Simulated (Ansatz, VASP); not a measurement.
# Two plane-wave programs on NaH

```xyz
2
Lattice="3.0586 0.0000 0.0000 0.0000 2.8517 0.0000 0.0000 0.0000 2.9551" Properties=species:S:1:pos:R:3 pbc="T T T"
Na    0.0000    0.0000    0.0000
H     1.5293    1.4258    1.4776
```

Change from the starting cell: strain +0.0350 x Voigt [1, -1, 0, 0, 0, 0], atoms carried along.

Alike in both runs: task single point; functional PBEsol; k mesh 10 × 10 × 10; occupations gaussian, width 0.05 eV; no spin polarisation.

```csv
,VASP,Ansatz
version,VASP 6.6.1,Ansatz 0.2.0
potentials or method,"VASP PAW PBE potentials, release 64 (Na_pv, H), cutoff 500 eV","scalar-relativistic, plane waves, PAW"
valence electrons in the cell,8,10
```

|  | VASP | Ansatz | Ansatz less VASP |
| --- | --- | --- | --- |
| gap on the k mesh at the Fermi level (eV) | 0.45 | 0.45 | +0.003 |
| least direct gap on the mesh (eV) | 4.20 | 4.21 | +0.005 |
| pressure (GPa) | -0.4 | -0.3 | +0.06 |
| traceless stress, the component that is largest in VASP (GPa) | 3.94 | 3.94 | -0.008 |

VASP's potentials were made for PBE, not for PBEsol. VASP's potentials hold 8 valence electrons a cell and Ansatz's 10, so a difference there can come from the potentials and not from the codes.
